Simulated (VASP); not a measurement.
# TiAl3 (P1) in VASP: single point with PBEsol

Aim: the single point of TiAl3 with PBEsol.

All numbers are computed with VASP 6.6.1; they aren't measurements. Logs are shortened: lines on timing, memory, paths and dates and some standing lists are left out, and cuts for length are marked.

### Step 1. The cell of the first run

The typed cell holds 4 atoms: a = 3.898 Å, b = 3.924 Å, c = 3.993 Å, α = 85.74°, β = 91.16°, γ = 95.56°.

### Step 2. Single point, PBEsol (atoms moved at random and the cell strained at random)

INCAR reads:

```
  PREC = Accurate
  ENCUT = 500
  EDIFF = 1E-6
  ISMEAR = 0
  SIGMA = 0.15
  LREAL = F
  LASPH = T
  NELM = 120
  ALGO = Normal
  ISIF = 2
  LWAVE = F
  LCHARG = F
  GGA = PS
  NBANDS = 18
  GGA_COMPAT = F
```

KPOINTS reads:

```
regular mesh
0
Gamma
  12 12 12
```

POSCAR reads:

```
TiAl3
1.0
    3.8931235491     -0.1891149715     -0.0365848455
   -0.1891149715      3.9166628406      0.1462542232
   -0.0365848455      0.1462542232      3.9900364694
Ti Al
1 3
Direct
   -0.0103706254      0.0049077524     -0.0041090466
    0.5010746300      0.5024233892      0.0012141476
    0.5013547731      0.0005550452      0.5071256194
    0.0079412224      0.4921138132      0.4957692796
```

Potentials or basis: VASP PAW PBE potentials, release 64 (Ti_sv, Al).

Started as:

```
> cat potpaw_PBE.64/Ti_sv/POTCAR potpaw_PBE.64/Al/POTCAR > POTCAR
> mpirun -np 1 vasp_std > vasp.out
```

OUTCAR:

```text
PREC = Accurate
   ENCUT = 500
   EDIFF = 1E-6
   ISMEAR = 0
   LREAL = F
   LASPH = T
   NELM = 120
   ISIF = 2
   GGA = PS

 ion  position               nearest neighbor table
   1  0.990  0.005  0.996-   2 2.60   2 2.65   4 2.66   3 2.70   4 2.73   3 2.82   3 2.82   3 2.83
                             2 2.86   4 2.86   2 2.94   4 2.94
   2  0.501  0.502  0.001-   1 2.60   1 2.65   3 2.67   3 2.71   4 2.76   4 2.77   4 2.78   1 2.86
                             4 2.86   3 2.89   3 2.91   1 2.94
   3  0.501  0.001  0.507-   4 2.62   4 2.64   2 2.67   1 2.70   2 2.71   1 2.82   1 2.82   1 2.83
                             4 2.85   2 2.89   2 2.91   4 2.94
   4  0.008  0.492  0.496-   3 2.62   3 2.64   1 2.66   1 2.73   2 2.76   2 2.77   2 2.78   3 2.85
                             2 2.86   1 2.86   3 2.94   1 2.94

  LATTYP: Found a triclinic cell.
 ALAT       =     3.8978858234
 B/A-ratio  =     1.4169446821
 C/A-ratio  =     1.0066873674
 COS(alpha) =     0.0147188240
 COS(beta)  =     0.0969131569
 COS(gamma) =     0.6910626178

  Lattice vectors:

 A1 = (   3.8931235491,  -0.1891149715,  -0.0365848455)
 A2 = (   3.8565387036,  -0.0428607483,   3.9534516239)
 A3 = (   0.1891149715,  -3.9166628406,  -0.1462542232)

Analysis of symmetry for initial positions (statically):
=====================================================================
 Subroutine PRICEL returns:
 Original cell was already a primitive cell.

 Routine SETGRP: Setting up the symmetry group for a
 triclinic supercell.

 Subroutine GETGRP returns: Found  1 space group operations
 (whereof  1 operations were pure point group operations)
 out of a pool of  2 trial point group operations.

The static configuration has the point symmetry C_1 .

Analysis of symmetry for dynamics (positions and initial velocities):
=====================================================================
 Subroutine PRICEL returns:
 Original cell was already a primitive cell.

 Routine SETGRP: Setting up the symmetry group for a
 triclinic supercell.

 Subroutine GETGRP returns: Found  1 space group operations
 (whereof  1 operations were pure point group operations)
 out of a pool of  2 trial point group operations.

The dynamic configuration has the point symmetry C_1 .

 Subroutine INISYM returns: Found  1 space group operations
 (whereof  1 operations are pure point group operations),
 and found     1 'primitive' translations

----------------------------------------------------------------------------------------

                                     Primitive cell

  volume of cell :      60.6111

  direct lattice vectors                    reciprocal lattice vectors
     3.893123549 -0.189114972 -0.036584845     0.257481549  0.012361186  0.001907764
    -0.189114972  3.916662841  0.146254223     0.012361186  0.256262782 -0.009279936
    -0.036584845  0.146254223  3.990036469     0.001907764 -0.009279936  0.250981923

  length of vectors
     3.897885823  3.923952418  3.992883642     0.257785155  0.256728513  0.251160670

  position of ions in fractional coordinates (direct lattice)
     0.989629375  0.004907752  0.995890953
     0.501074630  0.502423389  0.001214148
     0.501354773  0.000555045  0.507125619
     0.007941222  0.492113813  0.495769280

  ion indices of the primitive-cell ions
   primitive index   ion index
                 1           1
                 2           2
                 3           3
                 4           4

----------------------------------------------------------------------------------------

 KPOINTS: regular mesh

Automatic generation of k-mesh.
 Grid dimensions read from file:
 generate k-points for:   12   12   12

 Generating k-lattice:

  Cartesian coordinates                     Fractional coordinates (reciprocal lattice)
     0.021456796  0.001030099  0.000158980     0.083333333  0.000000000  0.000000000
     0.001030099  0.021355232 -0.000773328     0.000000000  0.083333333 -0.000000000
     0.000158980 -0.000773328  0.020915160     0.000000000 -0.000000000  0.083333333

  Length of vectors
     0.021482096  0.021394043  0.020930056

  Shift w.r.t. Gamma in fractional coordinates (k-lattice)
     0.000000000  0.000000000  0.000000000

 Subroutine IBZKPT returns following result:
 ===========================================

 Found    868 irreducible k-points:

 Following reciprocal coordinates:
            Coordinates               Weight
  0.000000  0.000000  0.000000      1.000000
  0.083333 -0.000000  0.000000      2.000000
  0.166667 -0.000000 -0.000000      2.000000
  0.250000 -0.000000  0.000000      2.000000
  0.333333 -0.000000 -0.000000      2.000000
  0.416667 -0.000000  0.000000      2.000000
[... 16 lines left out ...]
  0.250000  0.166667 -0.000000      2.000000
  0.333333  0.166667 -0.000000      2.000000
 [... further k-points ...]
   k-points           NKPTS =    868   k-points in BZ     NKDIM =    868   number of bands    NBANDS=     18
   number of dos      NEDOS =    301   number of ions     NIONS =      4
   total plane-waves  NPLWV =  25200
   dimension x,y,z NGX =    28 NGY =   30 NGZ =   30
   dimension x,y,z NGXF=    56 NGYF=   60 NGZF=   60
   ions per type =               1   3
   NGX,Y,Z   is equivalent  to a cutoff of  11.94, 12.71, 12.49 a.u.
   NGXF,Y,Z  is equivalent  to a cutoff of  23.88, 25.42, 24.98 a.u.
 SYSTEM =  unknown system
   PREC   = accura    normal or accurate (medium, high low for compatibility)
   ISTART =      0    job   : 0-new  1-cont  2-samecut
   ICHARG =      2    charge: 1-file 2-atom 10-const
   ISPIN  =      1    spin polarized calculation?
   LNONCOLLINEAR =      F non collinear calculations
   LSORBIT =      F    spin-orbit coupling
   LASPH  =      T    aspherical Exc in radial PAW
   ENCUT  =  500.0 eV  36.75 Ry    6.06 a.u.   7.11  7.15  7.28*2*pi/ulx,y,z
   NELM   =    120;   NELMIN=  2; NELMDL= -5     # of ELM steps
   EDIFF  = 0.1E-05   stopping-criterion for ELM
   LREAL  =      F    real-space projection
   EDIFFG = 0.1E-04   stopping-criterion for IOM
   NSW    =      0    number of steps for IOM
   IBRION =     -1    ionic relax: 0-MD 1-quasi-New 2-CG
   NFREE  =      0    steps in history (QN), initial steepest desc. (CG)
   ISIF   =      2    stress and relaxation
   ISYM   =      2    0-nonsym 1-usesym 2-fastsym
   POTIM  = 0.5000    time-step for ionic-motion
   TEBEG  =    0.0;   TEEND  =   0.0 temperature during run
   PSTRESS=    0.0 pullay stress
   NELECT =      21.0000    total number of electrons
   NUPDOWN=      -1.0000    fix difference up-down
   EMIN   =  10.00;   EMAX   =-10.00  energy-range for DOS
   EFERMI =   0.00;   METHOD = LEGACY
   ISMEAR =     0;   SIGMA  =   0.15  broadening in eV -4-tet -1-fermi 0-gaus
   EFERMI_NEDOS =   21; number of points for ismear=-14 and -15
   IALGO  =     38    algorithm
   IMIX   =      4    mixing-type and parameters
     AMIX     =   0.40;   BMIX     =  1.00
     AMIX_MAG =   1.60;   BMIX_MAG =  1.00
  volume/ion in A,a.u.               =      15.15       102.26
  Fermi-wavevector in a.u.,A,eV,Ry     =   1.149822  2.172848 17.988131  1.322090
  Thomas-Fermi vector in A             =   2.286489
   LORBIT       =      0    0 simple, 1 ext, 2 COOP (PROOUT), +10 PAW based schemes
   GGA     = PS    functional components
   LHFCALC =     F    Hartree Fock is set to
   AEXX    =    0.0000 exact exchange contribution
   IVDW    =     0    specifies the selected vdW correction
   LEPSILON=     F    determine dielectric tensor
   LRPA    =     F    only Hartree local field effects (RPA)
 non-spin polarized calculation
 Gauss-broadening in eV      SIGMA  =   0.15
  energy-cutoff  :      500.00
  volume of cell :       60.61
 maximum number of plane-waves:      1562
   NGX = 15   NGY = 15   NGZ = 15

 number of electron      20.9999998 magnetization

 Free energy of the ion-electron system (eV)
  ---------------------------------------------------
  ext. energy  EPLUGINS =         0.00000000
  ---------------------------------------------------
  free energy    TOTEN  =       -21.83151383 eV

  energy without entropy =      -21.80622878  energy(sigma->0) =      -21.81887130

 E-fermi :   9.2302     XC(G=0): -10.9927

 val. band max:        9.2297375998   @ k =   0.2500   0.0833   0.1667
 cond. band min:       9.2306720456   @ k =   0.0000  -0.3333   0.1667
 fundamental gap:      0.0009344459
 Fermi energy:         9.2301945762

 k-point     1 :       0.0000    0.0000    0.0000
  band No.  band energies     occupation
      1     -47.4166      2.00000
      2     -23.8921      2.00000
      3     -23.8204      2.00000
      4     -23.7833      2.00000
      5      -1.6737      2.00000
      6       6.0089      2.00000
[... 10 lines left out ...]
     17      14.0039      0.00000
     18      14.7315      0.00000

 k-point     2 :       0.0833   -0.0000    0.0000
  band No.  band energies     occupation
      1     -47.4165      2.00000
      2     -23.8925      2.00000
      3     -23.8209      2.00000
      4     -23.7838      2.00000
      5      -1.6032      2.00000
      6       5.6512      2.00000
[... 10 lines left out ...]
     17      14.1136      0.00000
     18      14.7477      0.00000

 k-point     3 :       0.1667   -0.0000   -0.0000
  band No.  band energies     occupation
      1     -47.4163      2.00000
      2     -23.8938      2.00000
      3     -23.8223      2.00000
      4     -23.7851      2.00000
      5      -1.3929      2.00000
      6       4.6989      2.00000
[... 10 lines left out ...]
     17      14.1807      0.00000
     18      14.5648      0.00000

 k-point     4 :       0.2500   -0.0000    0.0000
  band No.  band energies     occupation
      1     -47.4160      2.00000
      2     -23.8957      2.00000
      3     -23.8243      2.00000
      4     -23.7866      2.00000
      5      -1.0472      2.00000
      6       3.6644      2.00000
[... 375 lines left out ...]
      4     -23.7888      2.00000
      5      -1.0641      2.00000
      6       4.4431      2.00000
[... 10 lines left out ...]
     17      14.2077      0.00000
     18      14.4432      0.00000

 k-point    23 :       0.2500    0.1667   -0.0000
  band No.  band energies     occupation
      1     -47.4158      2.00000
      2     -23.8974      2.00000
      3     -23.8241      2.00000
      4     -23.7904      2.00000
      5      -0.6987      2.00000
      6       3.6682      2.00000
[... 10 lines left out ...]
     17      13.7767      0.00000
     18      14.2912      0.00000

 k-point    24 :       0.3333    0.1667   -0.0000
  band No.  band energies     occupation
      1     -47.4155      2.00000
      2     -23.8994      2.00000
      3     -23.8260      2.00000
      4     -23.7914      2.00000
      5      -0.2134      2.00000
      6       2.7205      2.00000
[... 10 lines left out ...]
     17      13.8334      0.00000
     18      14.2448      0.00000

 [... further k-points ...]

------------------------ aborting loop because EDIFF is reached ----------------------------------------

  FORCE on cell =-STRESS in cart. coord.  units (eV):
  Direction    XX          YY          ZZ          XY          YZ          ZX
  --------------------------------------------------------------------------------------
  -------------------------------------------------------------------------------------
  Total        2.0061381      2.2379753      0.4172845      3.5083693     -2.2995679      0.5569627
  in kB       53.0297165     59.1580409     11.0303859     92.7392945    -60.7861617     14.7226024
  external PRESSURE =      41.0727144 kB  Pullay stress =       0.0000000 kB

 VOLUME and BASIS-vectors are now :
 -----------------------------------------------------------------------------
  energy-cutoff  :      500.00
  volume of cell :       60.61
      direct lattice vectors                 reciprocal lattice vectors
     3.893123549 -0.189114972 -0.036584845     0.257481549  0.012361186  0.001907764
    -0.189114972  3.916662841  0.146254223     0.012361186  0.256262782 -0.009279936
    -0.036584845  0.146254223  3.990036469     0.001907764 -0.009279936  0.250981923

 POSITION                                       TOTAL-FORCE (eV/Angst)
 -----------------------------------------------------------------------------------
      3.81539     -0.02228      3.93815         0.470788     -0.170316      0.314483
      1.85569      1.87324      0.05999        -0.131079     -0.121905     -0.009978
      1.93318     -0.01847      2.00519        -0.183463     -0.004649     -0.288042
     -0.08029      1.99845      2.04982        -0.156246      0.296871     -0.016463
 -----------------------------------------------------------------------------------
    total drift:                               -0.000014      0.000067     -0.000149

  FREE ENERGIE OF THE ION-ELECTRON SYSTEM (eV)
  ---------------------------------------------------
  free  energy   TOTEN  =       -21.8315138294 eV

  energy  without entropy=      -21.8062287767  energy(sigma->0) =      -21.81887130
```

It took 13 min on 1 thread of Oxide Virtual Turin-like, shared host; peak memory 0.8 GiB.

Results:

```
Free energy            : -21.8315 eV
Pressure               : 4.1 GPa
Largest force          : 0.591 eV/Å
Band gap on the k mesh : zero (an odd number of electrons rules out a gap without spin polarisation)
```

Forces in eV/Å, atoms in the order of the input:
```
Ti   0.471 -0.170  0.314
Al  -0.131 -0.122 -0.010
Al  -0.183 -0.005 -0.288
Al  -0.156  0.297 -0.016
```

Caveat: the cell differs from its parent crystal (atoms moved at random and the cell strained at random); the cell stands under pressure; the PAW data sets were made with another functional, which shifts forces and pressure a little.
